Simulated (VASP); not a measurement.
# Hg (P6/mmm) in VASP: further runs

The runs below take Hg through single point, with LDA.

Everything below comes from runs of VASP 6.6.1. Logs are shortened: lines on timing, memory, paths and dates and some standing lists are left out, and cuts for length are marked.

## (1) The cell of the first run

Symmetry: P6/mmm, No. 191, hexagonal system. Conventional cell: a = 4.753 Å, b = 4.753 Å, c = 2.749 Å, α = 90.00°, β = 90.00°, γ = 120.00°. Within 3.6 Å of Hg (site symmetry 6/mmm) lie 14 Hg at 2.75 to 3.07 Å. Hg (site symmetry -6m2) has 11 Hg at 2.74 to 3.07 Å within 3.6 Å.

## (2) Single point, LDA

Contents of INCAR:

```
SYSTEM = Hg
PREC = Accurate ; ENCUT = 520
EDIFF = 1E-7 ; ISMEAR = -1
SIGMA = 0.05 ; LREAL = .False.
LASPH = .True. ; NELM = 100
ALGO = Normal ; ISIF = 2
LWAVE = .False. ; LCHARG = .True.
LELF = .True. ; LVHAR = .True.
NBANDS = 25
```

Contents of KPOINTS:

```
regular mesh
0
Gamma
  8 8 11
  0 0 0
```

Contents of POSCAR:

```
Hg
1.0
    4.7526849557      0.0000000000      0.0000000000
   -2.3763424779      4.1159459079      0.0000000000
    0.0000000000      0.0000000000      2.7492757453
Hg
3
Direct
    0.0000000000      0.0000000000      0.0000000000
    0.3333333333      0.6666666667      0.5000000000
    0.6666666667      0.3333333333      0.5000000000
```

Potentials or basis: VASP PAW LDA potentials, release 64 (Hg).

The run is started by

```sh
> cat potpaw_LDA.64/Hg/POTCAR > POTCAR
> mpirun -np 1 vasp_std > vasp.out
```

OUTCAR:

```text
SYSTEM = Hg
   PREC = Accurate
   ENCUT = 520
   EDIFF = 1E-7
   ISMEAR = -1
   LREAL = .False.
   LASPH = .True.
   NELM = 100
   ISIF = 2

 ion  position               nearest neighbor table
   1  0.000  0.000  0.000-   2 3.07   3 3.07   2 3.07   3 3.07   3 3.07   3 3.07   2 3.07   2 3.07
                             3 3.07   3 3.07   2 3.07   2 3.07
   2  0.333  0.667  0.500-   3 2.74   3 2.74   3 2.74   1 3.07   1 3.07   1 3.07   1 3.07   1 3.07
                             1 3.07
   3  0.667  0.333  0.500-   2 2.74   2 2.74   2 2.74   1 3.07   1 3.07   1 3.07   1 3.07   1 3.07
                             1 3.07

  LATTYP: Found a hexagonal cell.
 ALAT       =     4.7526849557
 C/A-ratio  =     0.5784679125

  Lattice vectors:

 A1 = (   4.7526849557,   0.0000000000,   0.0000000000)
 A2 = (  -2.3763424779,   4.1159459079,   0.0000000000)
 A3 = (   0.0000000000,   0.0000000000,   2.7492757453)

Analysis of symmetry for initial positions (statically):
=====================================================================
 Subroutine PRICEL returns:
 Original cell was already a primitive cell.

 Routine SETGRP: Setting up the symmetry group for a
 hexagonal supercell.

 Subroutine GETGRP returns: Found 24 space group operations
 (whereof 24 operations were pure point group operations)
 out of a pool of 24 trial point group operations.

The static configuration has the point symmetry D_6h.

Analysis of symmetry for dynamics (positions and initial velocities):
=====================================================================
 Subroutine PRICEL returns:
 Original cell was already a primitive cell.

 Routine SETGRP: Setting up the symmetry group for a
 hexagonal supercell.

 Subroutine GETGRP returns: Found 24 space group operations
 (whereof 24 operations were pure point group operations)
 out of a pool of 24 trial point group operations.

The dynamic configuration has the point symmetry D_6h.

 Subroutine INISYM returns: Found 24 space group operations
 (whereof 24 operations are pure point group operations),
 and found     1 'primitive' translations

----------------------------------------------------------------------------------------

                                     Primitive cell

  volume of cell :      53.7808

  direct lattice vectors                    reciprocal lattice vectors
     4.752684956  0.000000000  0.000000000     0.210407382  0.121478759  0.000000000
    -2.376342478  4.115945908  0.000000000     0.000000000  0.242957518  0.000000000
     0.000000000  0.000000000  2.749275745     0.000000000  0.000000000  0.363732158

  length of vectors
     4.752684956  4.752684956  2.749275745     0.242957518  0.242957518  0.363732158

  position of ions in fractional coordinates (direct lattice)
     0.000000000  0.000000000  0.000000000
     0.333333333  0.666666667  0.500000000
     0.666666667  0.333333333  0.500000000

  ion indices of the primitive-cell ions
   primitive index   ion index
                 1           1
                 2           2
                 3           3

----------------------------------------------------------------------------------------

 KPOINTS: regular mesh

Automatic generation of k-mesh.
 Grid dimensions read from file:
 generate k-points for:    8    8   11

 Generating k-lattice:

  Cartesian coordinates                     Fractional coordinates (reciprocal lattice)
     0.026300923  0.015184845  0.000000000     0.125000000  0.000000000  0.000000000
     0.000000000  0.030369690  0.000000000     0.000000000  0.125000000  0.000000000
     0.000000000  0.000000000  0.033066560     0.000000000  0.000000000  0.090909091

  Length of vectors
     0.030369690  0.030369690  0.033066560

  Shift w.r.t. Gamma in fractional coordinates (k-lattice)
     0.000000000  0.000000000  0.000000000

 Subroutine IBZKPT returns following result:
 ===========================================

 Found     60 irreducible k-points:

 Following reciprocal coordinates:
            Coordinates               Weight
  0.000000  0.000000  0.000000      1.000000
  0.125000  0.000000  0.000000      6.000000
  0.250000  0.000000  0.000000      6.000000
  0.375000 -0.000000  0.000000      6.000000
  0.500000  0.000000  0.000000      3.000000
  0.125000  0.125000  0.000000      6.000000
[... 16 lines left out ...]
  0.250000  0.000000  0.181818     12.000000
  0.375000 -0.000000  0.181818     12.000000
 [... further k-points ...]
   k-points           NKPTS =     60   k-points in BZ     NKDIM =     60   number of bands    NBANDS=     25
   number of dos      NEDOS =    301   number of ions     NIONS =      3
   total plane-waves  NPLWV =  25920
   dimension x,y,z NGX =    36 NGY =   36 NGZ =   20
   dimension x,y,z NGXF=    72 NGYF=   72 NGZF=   40
   ions per type =               3
   NGX,Y,Z   is equivalent  to a cutoff of  12.59, 12.59, 12.09 a.u.
   NGXF,Y,Z  is equivalent  to a cutoff of  25.19, 25.19, 24.19 a.u.
 SYSTEM =  Hg
   PREC   = accura    normal or accurate (medium, high low for compatibility)
   ISTART =      0    job   : 0-new  1-cont  2-samecut
   ICHARG =      2    charge: 1-file 2-atom 10-const
   ISPIN  =      1    spin polarized calculation?
   LNONCOLLINEAR =      F non collinear calculations
   LSORBIT =      F    spin-orbit coupling
   LASPH  =      T    aspherical Exc in radial PAW
   ENCUT  =  520.0 eV  38.22 Ry    6.18 a.u.   8.84  8.84  5.11*2*pi/ulx,y,z
   NELM   =    100;   NELMIN=  2; NELMDL= -5     # of ELM steps
   EDIFF  = 0.1E-06   stopping-criterion for ELM
   LREAL  =      F    real-space projection
   EDIFFG = 0.1E-05   stopping-criterion for IOM
   NSW    =      0    number of steps for IOM
   IBRION =     -1    ionic relax: 0-MD 1-quasi-New 2-CG
   NFREE  =      0    steps in history (QN), initial steepest desc. (CG)
   ISIF   =      2    stress and relaxation
   ISYM   =      2    0-nonsym 1-usesym 2-fastsym
   POTIM  = 0.5000    time-step for ionic-motion
   TEBEG  =    0.0;   TEEND  =   0.0 temperature during run
   PSTRESS=    0.0 pullay stress
   NELECT =      36.0000    total number of electrons
   NUPDOWN=      -1.0000    fix difference up-down
   EMIN   =  10.00;   EMAX   =-10.00  energy-range for DOS
   EFERMI =   0.00;   METHOD = LEGACY
   ISMEAR =    -1;   SIGMA  =   0.05  broadening in eV -4-tet -1-fermi 0-gaus
   EFERMI_NEDOS =   21; number of points for ismear=-14 and -15
   IALGO  =     38    algorithm
   IMIX   =      4    mixing-type and parameters
     AMIX     =   0.40;   BMIX     =  1.00
     AMIX_MAG =   1.60;   BMIX_MAG =  1.00
  volume/ion in A,a.u.               =      17.93       120.98
  Fermi-wavevector in a.u.,A,eV,Ry     =   1.432078  2.706235 27.903472  2.050847
  Thomas-Fermi vector in A             =   2.551745
   LORBIT       =      0    0 simple, 1 ext, 2 COOP (PROOUT), +10 PAW based schemes
   GGA     = CA    functional components
   LHFCALC =     F    Hartree Fock is set to
   AEXX    =    0.0000 exact exchange contribution
   IVDW    =     0    specifies the selected vdW correction
   LEPSILON=     F    determine dielectric tensor
   LRPA    =     F    only Hartree local field effects (RPA)
 non-spin polarized calculation
  energy-cutoff  :      520.00
  volume of cell :       53.78
 maximum number of plane-waves:      1474
 NGX is ok and might be reduce to    36
   NGX = 17   NGY = 17   NGZ = 11

 number of electron      35.9999999 magnetization

 Free energy of the ion-electron system (eV)
  ---------------------------------------------------
  ext. energy  EPLUGINS =         0.00000000
  ---------------------------------------------------
  free energy    TOTEN  =        -1.85074500 eV

  energy without entropy =       -1.84602976  energy(sigma->0) =       -1.84838738

 E-fermi :   5.5101     XC(G=0): -12.7030

 val. band max:        5.4688336584   @ k =   0.1250   0.0000   0.0000
 cond. band min:       5.5425949127   @ k =   0.5000   0.0000   0.4545
 fundamental gap:      0.0737612543
 Fermi energy:         5.5100990166

 k-point     1 :       0.0000    0.0000    0.0000
  band No.  band energies     occupation
      1      -6.5254      2.00000
      2      -4.7903      2.00000
      3      -3.8918      2.00000
      4      -3.5750      2.00000
      5      -3.0806      2.00000
      6      -3.0806      2.00000
[... 17 lines left out ...]
     24      20.3575      0.00000
     25      21.6557      0.00000

 k-point     2 :       0.1250    0.0000    0.0000
  band No.  band energies     occupation
      1      -6.3554      2.00000
      2      -4.7544      2.00000
      3      -3.9558      2.00000
      4      -3.6890      2.00000
      5      -3.4015      2.00000
      6      -3.3531      2.00000
[... 17 lines left out ...]
     24      20.0344      0.00000
     25      20.8247      0.00000

 k-point     3 :       0.2500    0.0000    0.0000
  band No.  band energies     occupation
      1      -5.8755      2.00000
      2      -4.6769      2.00000
      3      -4.1995      2.00000
      4      -3.9610      2.00000
      5      -3.5655      2.00000
      6      -3.5493      2.00000
[... 17 lines left out ...]
     24      18.7160      0.00000
     25      18.8122      0.00000

 k-point     4 :       0.3750   -0.0000    0.0000
  band No.  band energies     occupation
      1      -5.2127      2.00000
      2      -4.7198      2.00000
      3      -4.3789      2.00000
      4      -4.0811      2.00000
      5      -3.6906      2.00000
      6      -3.6255      2.00000
[... 17 lines left out ...]
     24      16.9110      0.00000
     25      17.8030      0.00000
[... 477 lines left out ...]
 k-point    22 :       0.1250    0.0000    0.1818
  band No.  band energies     occupation
      1      -5.5985      2.00000
      2      -4.0159      2.00000
      3      -3.6583      2.00000
      4      -3.5502      2.00000
      5      -3.2659      2.00000
      6      -3.1156      2.00000
[... 17 lines left out ...]
     24      19.0251      0.00000
     25      19.7786      0.00000

 k-point    23 :       0.2500    0.0000    0.1818
  band No.  band energies     occupation
      1      -5.1586      2.00000
      2      -4.0034      2.00000
      3      -3.9042      2.00000
      4      -3.6442      2.00000
      5      -3.3525      2.00000
      6      -3.0663      2.00000
[... 17 lines left out ...]
     24      17.2695      0.00000
     25      18.8985      0.00000

 k-point    24 :       0.3750   -0.0000    0.1818
  band No.  band energies     occupation
      1      -4.5356      2.00000
      2      -4.2702      2.00000
      3      -3.7593      2.00000
      4      -3.6669      2.00000
      5      -3.4846      2.00000
      6      -3.2518      2.00000
[... 17 lines left out ...]
     24      15.9217      0.00000
     25      16.9288      0.00000

 [... further k-points ...]

------------------------ aborting loop because EDIFF is reached ----------------------------------------

  FORCE on cell =-STRESS in cart. coord.  units (eV):
  Direction    XX          YY          ZZ          XY          YZ          ZX
  --------------------------------------------------------------------------------------
  -------------------------------------------------------------------------------------
  Total        9.4384139      9.4384139      9.5742487     -0.0000000      0.0000000     -0.0000000
  in kB      281.1788260    281.1788260    285.2254687     -0.0000000      0.0000000     -0.0000000
  external PRESSURE =     282.5277069 kB  Pullay stress =       0.0000000 kB

 VOLUME and BASIS-vectors are now :
 -----------------------------------------------------------------------------
  energy-cutoff  :      520.00
  volume of cell :       53.78
      direct lattice vectors                 reciprocal lattice vectors
     4.752684956  0.000000000  0.000000000     0.210407382  0.121478759  0.000000000
    -2.376342478  4.115945908  0.000000000     0.000000000  0.242957518  0.000000000
     0.000000000  0.000000000  2.749275745     0.000000000  0.000000000  0.363732158

 POSITION                                       TOTAL-FORCE (eV/Angst)
 -----------------------------------------------------------------------------------
      0.00000      0.00000      0.00000         0.000000     -0.000000      0.000000
     -0.00000      2.74396      1.37464        -0.000000      0.000000     -0.000000
      2.37634      1.37198      1.37464         0.000000     -0.000000      0.000000
 -----------------------------------------------------------------------------------
    total drift:                                0.000000      0.000000     -0.000000

  FREE ENERGIE OF THE ION-ELECTRON SYSTEM (eV)
  ---------------------------------------------------
  free  energy   TOTEN  =        -1.8507450008 eV

  energy  without entropy=       -1.8460297647  energy(sigma->0) =       -1.84838738
```

It took 64 s on 1 thread of Intel Xeon Platinum 8259CL at 2.50GHz (Skylake/Cascade Lake), shared host; peak memory 0.18 GiB.

What came out:

```
Free energy            : -1.8507 eV
Pressure               : 28.3 GPa
Band gap on the k mesh : zero (bands 18 and 19 overlap by 4.10 eV)
```

Levels at points of the mesh, in eV from the Fermi level:
```csv
k point,band 16,band 17,band 18,band 19,band 20,band 21
"(0.00, 0.00, 0.00)",-6.30,-0.90,-0.29,1.63,1.63,1.63
"(0.50, 0.00, 0.00)",-6.30,-6.28,-3.23,-1.06,7.51,7.61
```

Caveat: the cell stands under pressure; spin-orbit coupling is left out, which moves the levels of the heavy elements.

(Continued in part 2 of 2.)

The gap in the log of VASP goes by the Fermi energy; the results here count the filled bands.